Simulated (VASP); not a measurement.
# Rb2PI6 (Fm-3m) in VASP: single point with r2SCAN

Aim: the single point of Rb2PI6 with r2SCAN.

Everything below comes from runs of VASP 6.6.1. Logs are shortened: lines on timing, memory, paths and dates and some standing lists are left out, and cuts for length are marked.

### Step 1. The cell of the first run

The structure is cubic, space group Fm-3m (No. 225). The conventional cell has a = 11.332 Å, b = 11.332 Å, c = 11.332 Å, α = 90.00°, β = 90.00°, γ = 90.00°. I (site symmetry 4mm) has 1 P at 2.78 Å within 3.7 Å. P (site symmetry m-3m) has 6 I at 2.78 Å within 3.7 Å. Within 5.3 Å of Rb (site symmetry -43m) lie 12 I at 4.01 Å and 4 P at 4.91 Å.

### Step 2. Single point, r2SCAN

POSCAR reads:

```
Rb2PI6
1.0
    0.0000000000      5.6658910000      5.6658910000
    5.6658910000      0.0000000000      5.6658910000
    5.6658910000      5.6658910000      0.0000000000
I P Rb
6 1 2
Direct
    0.7453500000      0.2546500000      0.2546500000
    0.2546500000      0.7453500000      0.2546500000
    0.2546500000      0.7453500000      0.7453500000
    0.7453500000      0.2546500000      0.7453500000
    0.2546500000      0.2546500000      0.7453500000
    0.7453500000      0.7453500000      0.2546500000
    0.5000000000      0.5000000000      0.5000000000
    0.2500000000      0.2500000000      0.2500000000
    0.7500000000      0.7500000000      0.7500000000
```

INCAR.step1 reads:

```
ALGO = Normal ; EDIFF = 1E-4
ENCUT = 520 ; GGA = PE
ISMEAR = 0 ; LASPH = T
LCHARG = F ; LREAL = F
LWAVE = T ; NBANDS = 42
NELM = 80 ; PREC = Accurate
SIGMA = 0.2993
```

INCAR.step2 reads:

```
ALGO = Normal ; EDIFF = 1E-7
ENCUT = 520 ; ISIF = 2
ISMEAR = 0 ; ISTART = 1
LASPH = T ; LCHARG = F
LMIXTAU = T ; LREAL = F
LWAVE = F ; METAGGA = R2SCAN
NBANDS = 42 ; NELM = 80
PREC = Accurate ; SIGMA = 0.2993
```

KPOINTS reads:

```
k-points
0
Gamma
  5 5 5
```

Potentials or basis: VASP PAW PBE potentials, release 64 (I, P, Rb_sv).

Run with:

```sh
cat potpaw_PBE.64/I/POTCAR potpaw_PBE.64/P/POTCAR potpaw_PBE.64/Rb_sv/POTCAR > POTCAR
cp INCAR.step1 INCAR
mpirun -np 1 vasp_std > vasp.out
cp INCAR.step2 INCAR
mpirun -np 1 vasp_std > vasp.out
```

OUTCAR:

```text
EDIFF = 1E-7
   ENCUT = 520
   ISIF = 2
   ISMEAR = 0
   ISTART = 1
   LASPH = T
   LREAL = F
   METAGGA = R2SCAN
   NELM = 80
   PREC = Accurate

 ion  position               nearest neighbor table
   1  0.745  0.255  0.255-   7 2.78   8 4.01   8 4.01   9 4.01   9 4.01
   2  0.255  0.745  0.255-   7 2.78   8 4.01   8 4.01   9 4.01   9 4.01
   3  0.255  0.745  0.745-   7 2.78   8 4.01   8 4.01   9 4.01   9 4.01
   4  0.745  0.255  0.745-   7 2.78   8 4.01   8 4.01   9 4.01   9 4.01
   5  0.255  0.255  0.745-   7 2.78   8 4.01   8 4.01   9 4.01   9 4.01
   6  0.745  0.745  0.255-   7 2.78   8 4.01   8 4.01   9 4.01   9 4.01
   7  0.500  0.500  0.500-   1 2.78   2 2.78   3 2.78   4 2.78   5 2.78   6 2.78
   8  0.250  0.250  0.250-   1 4.01   2 4.01   5 4.01   3 4.01   4 4.01   5 4.01   2 4.01   3 4.01
                             6 4.01   1 4.01   4 4.01   6 4.01   9 5.67   9 5.67   9 5.67   9 5.67
   9  0.750  0.750  0.750-   2 4.01   3 4.01   5 4.01   1 4.01   4 4.01   5 4.01   1 4.01   2 4.01
                             6 4.01   3 4.01   4 4.01   6 4.01   8 5.67   8 5.67   8 5.67   8 5.67

  LATTYP: Found a face centered cubic cell.
 ALAT       =    11.3317820000

  Lattice vectors:

 A1 = (   0.0000000000,   5.6658910000,   5.6658910000)
 A2 = (   5.6658910000,   0.0000000000,   5.6658910000)
 A3 = (   5.6658910000,   5.6658910000,   0.0000000000)

Analysis of symmetry for initial positions (statically):
=====================================================================
 Subroutine PRICEL returns:
 Original cell was already a primitive cell.

 Routine SETGRP: Setting up the symmetry group for a
 face centered cubic supercell.

 Subroutine GETGRP returns: Found 48 space group operations
 (whereof 48 operations were pure point group operations)
 out of a pool of 48 trial point group operations.

The static configuration has the point symmetry O_h .

Analysis of symmetry for dynamics (positions and initial velocities):
=====================================================================
 Subroutine PRICEL returns:
 Original cell was already a primitive cell.

 Routine SETGRP: Setting up the symmetry group for a
 face centered cubic supercell.

 Subroutine GETGRP returns: Found 48 space group operations
 (whereof 48 operations were pure point group operations)
 out of a pool of 48 trial point group operations.

The dynamic configuration has the point symmetry O_h .

[... 102 lines left out ...]
   NFREE  =      0    steps in history (QN), initial steepest desc. (CG)
   ISIF   =      2    stress and relaxation
   ISYM   =      2    0-nonsym 1-usesym 2-fastsym
   POTIM  = 0.5000    time-step for ionic-motion
   TEBEG  =    0.0;   TEEND  =   0.0 temperature during run
   PSTRESS=    0.0 pullay stress
   NELECT =      65.0000    total number of electrons
   NUPDOWN=      -1.0000    fix difference up-down
   EMIN   =  10.00;   EMAX   =-10.00  energy-range for DOS
   EFERMI =   0.00;   METHOD = LEGACY
   ISMEAR =     0;   SIGMA  =   0.30  broadening in eV -4-tet -1-fermi 0-gaus
   EFERMI_NEDOS =   21; number of points for ismear=-14 and -15
   IALGO  =     38    algorithm
   IMIX   =      4    mixing-type and parameters
     AMIX     =   0.40;   BMIX     =  1.00
     AMIX_MAG =   1.60;   BMIX_MAG =  1.00
  volume/ion in A,a.u.               =      40.42       272.76
  Fermi-wavevector in a.u.,A,eV,Ry     =   0.922078  1.742475 11.568056  0.850228
  Thomas-Fermi vector in A             =   2.047565
   LORBIT       =      0    0 simple, 1 ext, 2 COOP (PROOUT), +10 PAW based schemes
   METAGGA = R2SCAN    functional components
   LHFCALC =     F    Hartree Fock is set to
   AEXX    =    0.0000 exact exchange contribution
   IVDW    =     0    specifies the selected vdW correction
   LEPSILON=     F    determine dielectric tensor
   LRPA    =     F    only Hartree local field effects (RPA)
 non-spin polarized calculation
 Gauss-broadening in eV      SIGMA  =   0.30
  energy-cutoff  :      520.00
  volume of cell :      363.78
 maximum number of plane-waves:      9841
   NGX = 29   NGY = 29   NGZ = 29

 number of electron      64.9999992 magnetization

 Free energy of the ion-electron system (eV)
  ---------------------------------------------------
  ext. energy  EPLUGINS =         0.00000000
  ---------------------------------------------------
  free energy    TOTEN  =      -191.02840946 eV

  energy without entropy =     -190.79112807  energy(sigma->0) =     -190.90976876

 E-fermi :   1.6290     XC(G=0):  -8.2983

 val. band max:        1.6073158820   @ k =   0.0000   0.0000   0.0000
 cond. band min:       1.6308133313   @ k =   0.4000   0.4000   0.0000
 fundamental gap:      0.0234974493
 Fermi energy:         1.6290046537

 k-point     1 :       0.0000    0.0000    0.0000
  band No.  band energies     occupation
      1     -25.2146      2.00000
      2     -25.2137      2.00000
      3     -11.7199      2.00000
      4     -10.3742      2.00000
      5     -10.3742      2.00000
      6     -10.3742      2.00000
[... 439 lines left out ...]
     41       8.2873      0.00000
     42       8.4272      0.00000

------------------------ aborting loop because EDIFF is reached ----------------------------------------

  FORCE on cell =-STRESS in cart. coord.  units (eV):
  Direction    XX          YY          ZZ          XY          YZ          ZX
  --------------------------------------------------------------------------------------
  -------------------------------------------------------------------------------------
  Total       -0.8391750     -0.8391750     -0.8391750     -0.0000000      0.0000000     -0.0000000
  in kB       -3.6959705     -3.6959705     -3.6959705     -0.0000000      0.0000000     -0.0000000
  external PRESSURE =      -3.6959705 kB  Pullay stress =       0.0000000 kB

 VOLUME and BASIS-vectors are now :
 -----------------------------------------------------------------------------
  energy-cutoff  :      520.00
  volume of cell :      363.78
      direct lattice vectors                 reciprocal lattice vectors
     0.000000000  5.665891000  5.665891000    -0.088247374  0.088247374  0.088247374
     5.665891000  0.000000000  5.665891000     0.088247374 -0.088247374  0.088247374
     5.665891000  5.665891000  0.000000000     0.088247374  0.088247374 -0.088247374

 POSITION                                       TOTAL-FORCE (eV/Angst)
 -----------------------------------------------------------------------------------
      2.88564      5.66589      5.66589         0.226055     -0.000000     -0.000000
      5.66589      2.88564      5.66589        -0.000000      0.226055     -0.000000
      8.44614      5.66589      5.66589        -0.226055     -0.000000     -0.000000
      5.66589      8.44614      5.66589        -0.000000     -0.226055     -0.000000
      5.66589      5.66589      2.88564        -0.000000     -0.000000      0.226055
      5.66589      5.66589      8.44614        -0.000000     -0.000000     -0.226055
      5.66589      5.66589      5.66589        -0.000000     -0.000000     -0.000000
      2.83295      2.83295      2.83295         0.000000      0.000000     -0.000000
      8.49884      8.49884      8.49884        -0.000000     -0.000000     -0.000000
 -----------------------------------------------------------------------------------
    total drift:                               -0.000000     -0.000000     -0.000000

  FREE ENERGIE OF THE ION-ELECTRON SYSTEM (eV)
  ---------------------------------------------------
  free  energy   TOTEN  =      -191.0284094570 eV

  energy  without entropy=     -190.7911280702  energy(sigma->0) =     -190.90976876
```

OUTCAR.step1:

```text
EDIFF = 1E-4
   ENCUT = 520
   GGA = PE
   ISMEAR = 0
[... 683 lines left out ...]
      5.66589      5.66589      8.44614        -0.000000      0.000000     -0.161696
      5.66589      5.66589      5.66589        -0.000000      0.000000      0.000000
      2.83295      2.83295      2.83295         0.000000      0.000000      0.000000
      8.49884      8.49884      8.49884        -0.000000      0.000000     -0.000000
 -----------------------------------------------------------------------------------
    total drift:                               -0.000000     -0.000000     -0.000000

  FREE ENERGIE OF THE ION-ELECTRON SYSTEM (eV)
  ---------------------------------------------------
  free  energy   TOTEN  =       -22.3352073531 eV

  energy  without entropy=      -22.0798371600  energy(sigma->0) =      -22.20752226
```

OSZICAR.step1:

```text
N       E                     dE             d eps       ncg     rms          rms(c)
DAV:   1     0.407095783071E+03    0.40710E+03   -0.24876E+04   840   0.125E+03
DAV:   2     0.154599798767E+02   -0.39164E+03   -0.38070E+03  1120   0.223E+02
DAV:   3    -0.217955611029E+02   -0.37256E+02   -0.36977E+02  1100   0.712E+01
DAV:   4    -0.226176515803E+02   -0.82209E+00   -0.82012E+00  1136   0.123E+01
DAV:   5    -0.226481652056E+02   -0.30514E-01   -0.30510E-01  1246   0.187E+00    0.797E+00
DAV:   6    -0.223394285160E+02    0.30874E+00   -0.45983E-01   924   0.276E+00    0.556E+00
DAV:   7    -0.223281644852E+02    0.11264E-01   -0.28133E-01   956   0.170E+00    0.224E+00
DAV:   8    -0.223333996901E+02   -0.52352E-02   -0.28964E-02  1030   0.646E-01    0.584E-01
DAV:   9    -0.223348428130E+02   -0.14431E-02   -0.41786E-03   998   0.259E-01    0.136E-01
DAV:  10    -0.223351099583E+02   -0.26715E-03   -0.83243E-04   974   0.107E-01    0.519E-02
DAV:  11    -0.223352073531E+02   -0.97395E-04   -0.12868E-04   670   0.512E-02
   1 F= -.22335207E+02 E0= -.22207522E+02  d E =-.255370E+00
```

Wall time 7.9 min (1 thread of Intel Xeon Platinum 8559C (Emerald Rapids), shared host); peak memory 0.59 GiB.

Results:

| Item | Value |
| --- | --- |
| Free energy | -191.0284 eV |
| Pressure | -0.4 GPa |
| Largest force | 0.226 eV/Å |
| Band gap on the k mesh | zero (an odd number of electrons rules out a gap without spin polarisation) |

Forces in eV/Å, atoms in the order of the input:
```
I    0.226  0.000  0.000
I    0.000  0.226  0.000
I   -0.226  0.000  0.000
I    0.000 -0.226  0.000
I    0.000  0.000  0.226
I    0.000  0.000 -0.226
P    0.000  0.000  0.000
Rb   0.000  0.000  0.000
Rb   0.000  0.000  0.000
```

Levels at points of the mesh, in eV from the Fermi level:
| k point | band 29 | band 30 | band 31 | band 32 | band 33 | band 34 | band 35 | band 36 | band 37 | band 38 |
| --- | --- | --- | --- | --- | --- | --- | --- | --- | --- | --- |
| (0.00, 0.00, 0.00) | -0.78 | -0.78 | -0.02 | -0.02 | -0.02 | 2.65 | 2.65 | 2.65 | 4.33 | 4.64 |

Caveat: so wide a smearing shifts energies and pressures; the PAW data sets were made with another functional, which shifts forces and pressure a little; spin-orbit coupling is left out, which moves the levels of the heavy elements; an odd number of electrons without spin polarisation forces a metal; a magnetic or distorted state may lie lower.

The gap in the log of VASP goes by the Fermi energy; the results here count the filled bands.